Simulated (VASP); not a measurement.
# AlNi in VASP: settings compared, part 2 of 2

VASP 6.6.1. The steps go on from the part before.

### Step 3. Single point, PBE, collinear spin, zero start

This run uses another cell than the first one, of 11.96 Å³/atom.

INCAR reads:

```
ALGO = Normal
EDIFF = 1E-6
ENCUT = 520
GGA = PE
ISIF = 2
ISMEAR = -1
ISPIN = 2
LASPH = True
LCHARG = False
LMAXMIX = 4
LORBIT = 11
LREAL = False
LWAVE = False
MAGMOM = 0 0
NBANDS = 18
NELM = 150
NUPDOWN = 0.0
PREC = Accurate
SIGMA = 0.05
```

KPOINTS reads:

```
k-points
0
Gamma
  8 8 8
```

POSCAR reads:

```
AlNi
1.0
    2.8810000000      0.0000000000      0.0000000000
    0.0000000000      2.8810000000      0.0000000000
    0.0000000000      0.0000000000      2.8810000000
Ni Al
1 1
Direct
    0.5000000000      0.5000000000      0.5000000000
    0.0000000000      0.0000000000      0.0000000000
```

Potentials or basis: VASP PAW PBE potentials, release 64 (Ni, Al).

The run is started by

```sh
> cat potpaw_PBE.64/Ni/POTCAR potpaw_PBE.64/Al/POTCAR > POTCAR
> mpirun -np 1 vasp_std > vasp.out
```

OUTCAR:

```text
EDIFF = 1E-6
   ENCUT = 520
   GGA = PE
   ISIF = 2
   ISMEAR = -1
   ISPIN = 2
   LASPH = True
   LORBIT = 11
   LREAL = False
   NELM = 150
   NUPDOWN = 0.0
   PREC = Accurate

 ion  position               nearest neighbor table
   1  0.500  0.500  0.500-   2 2.50   2 2.50   2 2.50   2 2.50   2 2.50   2 2.50   2 2.50   2 2.50

   2  0.000  0.000  0.000-   1 2.50   1 2.50   1 2.50   1 2.50   1 2.50   1 2.50   1 2.50   1 2.50

  LATTYP: Found a simple cubic cell.
 ALAT       =     2.8810000000

  Lattice vectors:

 A1 = (   2.8810000000,   0.0000000000,   0.0000000000)
 A2 = (   0.0000000000,   2.8810000000,   0.0000000000)
 A3 = (   0.0000000000,   0.0000000000,   2.8810000000)

Analysis of symmetry for initial positions (statically):
=====================================================================
 Subroutine PRICEL returns:
 Original cell was already a primitive cell.

 Routine SETGRP: Setting up the symmetry group for a
 simple cubic supercell.

 Subroutine GETGRP returns: Found 48 space group operations
 (whereof 48 operations were pure point group operations)
 out of a pool of 48 trial point group operations.

The static configuration has the point symmetry O_h .

Analysis of symmetry for dynamics (positions and initial velocities):
=====================================================================
 Subroutine PRICEL returns:
 Original cell was already a primitive cell.

 Routine SETGRP: Setting up the symmetry group for a
 simple cubic supercell.

 Subroutine GETGRP returns: Found 48 space group operations
 (whereof 48 operations were pure point group operations)
 out of a pool of 48 trial point group operations.

The dynamic configuration has the point symmetry O_h .

Analysis of structural, dynamic, and magnetic symmetry:
=====================================================================
 Subroutine PRICEL returns:
 Original cell was already a primitive cell.

 Routine SETGRP: Setting up the symmetry group for a
 simple cubic supercell.

 Subroutine GETGRP returns: Found 48 space group operations
 (whereof 48 operations were pure point group operations)
 out of a pool of 48 trial point group operations.

The overall configuration has the point symmetry O_h .

 Subroutine INISYM returns: Found 48 space group operations
 (whereof 48 operations are pure point group operations),
 and found     1 'primitive' translations

----------------------------------------------------------------------------------------

                                     Primitive cell

  volume of cell :      23.9128

  direct lattice vectors                    reciprocal lattice vectors
     2.881000000  0.000000000  0.000000000     0.347101701  0.000000000  0.000000000
     0.000000000  2.881000000  0.000000000     0.000000000  0.347101701  0.000000000
     0.000000000  0.000000000  2.881000000     0.000000000  0.000000000  0.347101701

  length of vectors
     2.881000000  2.881000000  2.881000000     0.347101701  0.347101701  0.347101701

  position of ions in fractional coordinates (direct lattice)
     0.500000000  0.500000000  0.500000000
     0.000000000  0.000000000  0.000000000

  ion indices of the primitive-cell ions
   primitive index   ion index
                 1           1
[... 66 lines left out ...]
   ICHARG =      2    charge: 1-file 2-atom 10-const
   ISPIN  =      2    spin polarized calculation?
   LNONCOLLINEAR =      F non collinear calculations
   LSORBIT =      F    spin-orbit coupling
   LASPH  =      T    aspherical Exc in radial PAW
   ENCUT  =  520.0 eV  38.22 Ry    6.18 a.u.   5.36  5.36  5.36*2*pi/ulx,y,z
   NELM   =    150;   NELMIN=  2; NELMDL= -5     # of ELM steps
   EDIFF  = 0.1E-05   stopping-criterion for ELM
   LREAL  =      F    real-space projection
   EDIFFG = 0.1E-04   stopping-criterion for IOM
   NSW    =      0    number of steps for IOM
   IBRION =     -1    ionic relax: 0-MD 1-quasi-New 2-CG
   NFREE  =      0    steps in history (QN), initial steepest desc. (CG)
   ISIF   =      2    stress and relaxation
   ISYM   =      2    0-nonsym 1-usesym 2-fastsym
   POTIM  = 0.5000    time-step for ionic-motion
   TEBEG  =    0.0;   TEEND  =   0.0 temperature during run
   PSTRESS=    0.0 pullay stress
   NELECT =      13.0000    total number of electrons
   NUPDOWN=       0.0000    fix difference up-down
   EMIN   =  10.00;   EMAX   =-10.00  energy-range for DOS
   EFERMI =   0.00;   METHOD = LEGACY
   ISMEAR =    -1;   SIGMA  =   0.05  broadening in eV -4-tet -1-fermi 0-gaus
   EFERMI_NEDOS =   21; number of points for ismear=-14 and -15
   IALGO  =     38    algorithm
   IMIX   =      4    mixing-type and parameters
     AMIX     =   0.40;   BMIX     =  1.00
     AMIX_MAG =   1.60;   BMIX_MAG =  1.00
  volume/ion in A,a.u.               =      11.96        80.69
  Fermi-wavevector in a.u.,A,eV,Ry     =   1.336122  2.524904 24.289410  1.785221
  Thomas-Fermi vector in A             =   2.464773
   LORBIT       =     11    0 simple, 1 ext, 2 COOP (PROOUT), +10 PAW based schemes
   GGA     = PE    functional components
   LHFCALC =     F    Hartree Fock is set to
   AEXX    =    0.0000 exact exchange contribution
   IVDW    =     0    specifies the selected vdW correction
   LEPSILON=     F    determine dielectric tensor
   LRPA    =     F    only Hartree local field effects (RPA)
 spin polarized calculation
  energy-cutoff  :      520.00
  volume of cell :       23.91
 maximum number of plane-waves:       660
 NGX is ok and might be reduce to    24
   NGX = 11   NGY = 11   NGZ = 11

 number of electron      13.0000015 magnetization      -0.0000000

 number of electron      13.0000015 magnetization       0.0000000

 Free energy of the ion-electron system (eV)
  ---------------------------------------------------
  ext. energy  EPLUGINS =         0.00000000
  ---------------------------------------------------
  free energy    TOTEN  =       -10.53639166 eV

  energy without entropy =      -10.52657307  energy(sigma->0) =      -10.53148236

 E-fermi :   9.9506     XC(G=0): -12.0482

 val. band max:        9.8442204381   @ k =   0.3750   0.3750   0.1250
 cond. band min:       9.9921630518   @ k =   0.3750   0.2500   0.1250
 fundamental gap:      0.1479426137
 Fermi energy:         9.9505573229

 spin component 1

 k-point     1 :       0.0000    0.0000    0.0000
  band No.  band energies     occupation
      1      -1.1114      1.00000
      2       6.7978      1.00000
      3       6.7978      1.00000
      4       8.4818      1.00000
      5       8.4818      1.00000
      6       8.4818      1.00000
[... 493 lines left out ...]
     17      33.9894      0.00000
     18      36.7638      0.00000

 [... further k-points ...]

 spin component 2

 k-point     1 :       0.0000    0.0000    0.0000
  band No.  band energies     occupation
      1      -1.1114      1.00000
      2       6.7978      1.00000
      3       6.7978      1.00000
      4       8.4818      1.00000
      5       8.4818      1.00000
      6       8.4818      1.00000
[... 493 lines left out ...]
     17      33.9894      0.00000
     18      36.7638      0.00000

 [... further k-points ...]

------------------------ aborting loop because EDIFF is reached ----------------------------------------

  FORCE on cell =-STRESS in cart. coord.  units (eV):
  Direction    XX          YY          ZZ          XY          YZ          ZX
  --------------------------------------------------------------------------------------
  -------------------------------------------------------------------------------------
  Total        0.3161504      0.3161504      0.3161504     -0.0000000     -0.0000000      0.0000000
  in kB       21.1823697     21.1823697     21.1823697     -0.0000000     -0.0000000      0.0000000
  external PRESSURE =      21.1823697 kB  Pullay stress =       0.0000000 kB

 VOLUME and BASIS-vectors are now :
 -----------------------------------------------------------------------------
  energy-cutoff  :      520.00
  volume of cell :       23.91
      direct lattice vectors                 reciprocal lattice vectors
     2.881000000  0.000000000  0.000000000     0.347101701  0.000000000  0.000000000
     0.000000000  2.881000000  0.000000000     0.000000000  0.347101701  0.000000000
     0.000000000  0.000000000  2.881000000     0.000000000  0.000000000  0.347101701

 POSITION                                       TOTAL-FORCE (eV/Angst)
 -----------------------------------------------------------------------------------
      1.44050      1.44050      1.44050         0.000000      0.000000      0.000000
      0.00000      0.00000      0.00000         0.000000      0.000000      0.000000
 -----------------------------------------------------------------------------------
    total drift:                                0.000000      0.000000     -0.000000

  FREE ENERGIE OF THE ION-ELECTRON SYSTEM (eV)
  ---------------------------------------------------
  free  energy   TOTEN  =       -10.5363916628 eV

  energy  without entropy=      -10.5265730668  energy(sigma->0) =      -10.53148236

 total charge

# of ion       s       p       d       tot
------------------------------------------
    1        0.474   0.515   8.475   9.464
    2        0.384   0.415   0.000   0.800
--------------------------------------------------
tot          0.858   0.931   8.475  10.263

 magnetization (x)

# of ion       s       p       d       tot
------------------------------------------
    1       -0.000  -0.000   0.000   0.000
    2        0.000   0.000   0.000   0.000
--------------------------------------------------
tot          0.000   0.000   0.000   0.000
```

Run time: 36 s. Hardware: 1 thread of Intel Xeon 8259CL, shared host; peak memory 0.16 GiB.

What came out:

| Quantity | Value |
| --- | --- |
| Free energy | -10.5364 eV |
| Pressure | 2.1 GPa |
| Net moment | 0.00 μB per cell |
| Valence electrons inside the program's atomic spheres | Ni 9.46; Al 0.80 |

Caveat: the total moment is fixed, so each spin has its own Fermi level.

### Step 4. Single point, PBE, collinear spin, ferromagnetic start

This run uses another cell than the first one, of 11.96 Å³/atom.

INCAR reads:

```
PREC = Accurate ; ENCUT = 520
EDIFF = 1E-7 ; ISMEAR = -1
SIGMA = 0.05 ; LREAL = F
LASPH = T ; NELM = 150
ALGO = Normal ; ISIF = 2
LWAVE = F ; LCHARG = F
ISPIN = 2 ; MAGMOM = 0.2 0
LORBIT = 11 ; NUPDOWN = 0.2
LMAXMIX = 4 ; GGA = PE
NBANDS = 18
```

KPOINTS reads:

```
regular mesh
0
Gamma
  8 8 8
```

POSCAR is that of step 3.

The run is started by

```sh
> cat potpaw_PBE.64/Ni/POTCAR potpaw_PBE.64/Al/POTCAR > POTCAR
> mpirun -np 1 vasp_std > vasp.out
```

Run time: 33 s. Hardware: 1 thread of Intel Xeon 8259CL, shared host; peak memory 0.16 GiB.

The run converged. Its results:

| Property | Result |
| --- | --- |
| Free energy | -10.5265 eV |
| Pressure | 2.2 GPa |
| Net moment | 0.20 μB per cell |
| Site moments | Ni +0.17; Al +0.01 μB |
| Valence electrons inside the program's atomic spheres | Ni 9.46; Al 0.80 |

Caveat: the total moment is fixed, so each spin has its own Fermi level.

### Step 5. Single point, PBE, collinear spin, ferromagnetic start

This run uses another cell than the first one, of 11.96 Å³/atom.

INCAR reads:

```
SYSTEM = AlNi
PREC     = Accurate       ! precision mode
ENCUT    = 520            ! plane-wave cutoff, eV
EDIFF    = 1E-6           ! SCF threshold, eV
ISMEAR   = -1             ! smearing method
SIGMA    = 0.05           ! smearing width, eV
LREAL    = .False.        ! projectors in reciprocal space
LASPH    = .True.         ! aspherical terms in the spheres
NELM     = 150            ! most SCF steps
ALGO     = Normal         ! electronic algorithm
ISIF     = 2              ! what is computed and relaxed
LWAVE    = .False.        ! write WAVECAR
LCHARG   = .False.        ! write CHGCAR
ISPIN    = 2              ! spin polarisation
MAGMOM   = 0.5 0          ! initial moments
LORBIT   = 11             ! projections on sites
NUPDOWN  = 0.5            ! fixed moment
LMAXMIX  = 4              ! l up to which the mixer works
GGA      = PE             ! functional
NBANDS   = 18             ! bands
```

KPOINTS reads:

```
regular mesh
0
Gamma
  8 8 8
  0 0 0
```

POSCAR is that of step 4.

Potentials or basis: VASP PAW PBE potentials, release 64 (Ni, Al).

The run is started by

```sh
> cat potpaw_PBE.64/Ni/POTCAR potpaw_PBE.64/Al/POTCAR > POTCAR
> mpirun -np 1 vasp_std > vasp.out
```

OUTCAR:

```text
SYSTEM = AlNi
   PREC = Accurate
   ENCUT = 520
   EDIFF = 1E-6
   ISMEAR = -1
   LREAL = .False.
   LASPH = .True.
   NELM = 150
   ISIF = 2
   ISPIN = 2
   LORBIT = 11
   NUPDOWN = 0.5
   GGA = PE

 ion  position               nearest neighbor table
   1  0.500  0.500  0.500-   2 2.50   2 2.50   2 2.50   2 2.50   2 2.50   2 2.50   2 2.50   2 2.50

   2  0.000  0.000  0.000-   1 2.50   1 2.50   1 2.50   1 2.50   1 2.50   1 2.50   1 2.50   1 2.50

  LATTYP: Found a simple cubic cell.
 ALAT       =     2.8810000000

  Lattice vectors:

 A1 = (   2.8810000000,   0.0000000000,   0.0000000000)
 A2 = (   0.0000000000,   2.8810000000,   0.0000000000)
 A3 = (   0.0000000000,   0.0000000000,   2.8810000000)

Analysis of symmetry for initial positions (statically):
=====================================================================
 Subroutine PRICEL returns:
 Original cell was already a primitive cell.

 Routine SETGRP: Setting up the symmetry group for a
 simple cubic supercell.

 Subroutine GETGRP returns: Found 48 space group operations
 (whereof 48 operations were pure point group operations)
 out of a pool of 48 trial point group operations.

The static configuration has the point symmetry O_h .

Analysis of symmetry for dynamics (positions and initial velocities):
=====================================================================
 Subroutine PRICEL returns:
 Original cell was already a primitive cell.

 Routine SETGRP: Setting up the symmetry group for a
 simple cubic supercell.

 Subroutine GETGRP returns: Found 48 space group operations
 (whereof 48 operations were pure point group operations)
 out of a pool of 48 trial point group operations.

The dynamic configuration has the point symmetry O_h .

Analysis of structural, dynamic, and magnetic symmetry:
=====================================================================
 Subroutine PRICEL returns:
 Original cell was already a primitive cell.

 Routine SETGRP: Setting up the symmetry group for a
 simple cubic supercell.

 Subroutine GETGRP returns: Found 48 space group operations
 (whereof 48 operations were pure point group operations)
[... 146 lines left out ...]
  free energy    TOTEN  =       -10.42160903 eV

  energy without entropy =      -10.41316930  energy(sigma->0) =      -10.41738916

 E-fermi :   9.7240     XC(G=0): -12.0523

 val. band max:       10.6492693449   @ k =   0.2500   0.0000   0.0000
 cond. band min:       9.7333441130   @ k =   0.5000   0.5000   0.2500
 fundamental gap:     -0.9159252319
 Fermi energy:        10.8227645350

 spin component 1

 k-point     1 :       0.0000    0.0000    0.0000
  band No.  band energies     occupation
      1      -1.1777      1.00000
      2       6.5019      1.00000
      3       6.5019      1.00000
      4       8.2546      1.00000
      5       8.2546      1.00000
      6       8.2546      1.00000
[... 493 lines left out ...]
     17      33.9421      0.00000
     18      36.6480      0.00000

 [... further k-points ...]

 spin component 2

 k-point     1 :       0.0000    0.0000    0.0000
  band No.  band energies     occupation
      1      -1.0400      1.00000
      2       6.9335      1.00000
      3       6.9335      1.00000
      4       8.5153      1.00000
      5       8.5153      1.00000
      6       8.5153      1.00000
[... 493 lines left out ...]
     17      34.0704      0.00000
     18      36.8290      0.00000

 [... further k-points ...]

------------------------ aborting loop because EDIFF is reached ----------------------------------------

  FORCE on cell =-STRESS in cart. coord.  units (eV):
  Direction    XX          YY          ZZ          XY          YZ          ZX
  --------------------------------------------------------------------------------------
  -------------------------------------------------------------------------------------
  Total        0.4749258      0.4749258      0.4749258      0.0000000     -0.0000000      0.0000000
  in kB       31.8204704     31.8204704     31.8204704      0.0000000     -0.0000000      0.0000000
  external PRESSURE =      31.8204704 kB  Pullay stress =       0.0000000 kB

 VOLUME and BASIS-vectors are now :
 -----------------------------------------------------------------------------
  energy-cutoff  :      520.00
  volume of cell :       23.91
      direct lattice vectors                 reciprocal lattice vectors
     2.881000000  0.000000000  0.000000000     0.347101701  0.000000000  0.000000000
     0.000000000  2.881000000  0.000000000     0.000000000  0.347101701  0.000000000
     0.000000000  0.000000000  2.881000000     0.000000000  0.000000000  0.347101701

 POSITION                                       TOTAL-FORCE (eV/Angst)
 -----------------------------------------------------------------------------------
      1.44050      1.44050      1.44050         0.000000      0.000000      0.000000
      0.00000      0.00000      0.00000         0.000000      0.000000      0.000000
 -----------------------------------------------------------------------------------
    total drift:                                0.000000      0.000000     -0.000000

  FREE ENERGIE OF THE ION-ELECTRON SYSTEM (eV)
  ---------------------------------------------------
  free  energy   TOTEN  =       -10.4216090263 eV

  energy  without entropy=      -10.4131692998  energy(sigma->0) =      -10.41738916

 total charge

# of ion       s       p       d       tot
------------------------------------------
    1        0.473   0.530   8.450   9.453
    2        0.383   0.416   0.000   0.799
--------------------------------------------------
tot          0.856   0.946   8.450  10.252

 magnetization (x)

# of ion       s       p       d       tot
------------------------------------------
    1        0.015   0.040   0.331   0.386
    2        0.005   0.025   0.000   0.030
--------------------------------------------------
tot          0.020   0.065   0.331   0.416
```

It took 30 s on 1 thread of Intel Xeon 8259CL, shared host; peak memory 0.16 GiB.

Results:

```
Free energy                                           : -10.4216 eV
Pressure                                              : 3.2 GPa
Net moment                                            : 0.50 μB per cell
Site moments                                          : Ni +0.39; Al +0.03 μB
Valence electrons inside the program's atomic spheres : Ni 9.45; Al 0.80
```

Caveat: the cell stands under pressure; the total moment is fixed, so each spin has its own Fermi level.

### Step 6. Summary

| level | spin | fixed moment (μB) | cell | k mesh | cutoff (eV) | smearing | tolerance level | purpose | dipole correction | pressure (GPa) | moment (μB) |
| --- | --- | --- | --- | --- | --- | --- | --- | --- | --- | --- | --- |
| SCAN | collinear, ferromagnetic start | - | a = 2.881, b = 2.881, c = 2.924 Å, 2 atoms, atomic positions A | 15 × 15 × 15 | 710 | fermi-dirac 0.02 eV | tight | all | - | -7.9 | 0.00 |
| PBE | collinear, zero start | 0.0 | a = 2.881 Å, 2 atoms, atomic positions B | 8 × 8 × 8 | 520 | fermi-dirac 0.05 eV | - | - | no | 2.1 | 0.00 |
| PBE | collinear, ferromagnetic start | 0.2 | a = 2.881 Å, 2 atoms, atomic positions B | 8 × 8 × 8 | 520 | fermi-dirac 0.05 eV | - | - | no | 2.2 | 0.20 |
| PBE | collinear, ferromagnetic start | 0.5 | a = 2.881 Å, 2 atoms, atomic positions B | 8 × 8 × 8 | 520 | fermi-dirac 0.05 eV | - | - | no | 3.2 | 0.50 |

Alike in all rows: task single point; potentials or basis VASP PAW PBE potentials, release 64 (Ni, Al).

Caveats: the total moment is fixed, so each spin has its own Fermi level (at least some runs); the cell stands under tension (at least some runs); the PAW data sets were made with another functional, which shifts forces and pressure a little (at least some runs); the cell stands under pressure (at least some runs).

Absolute energies hang on the potentials; compare differences alone.
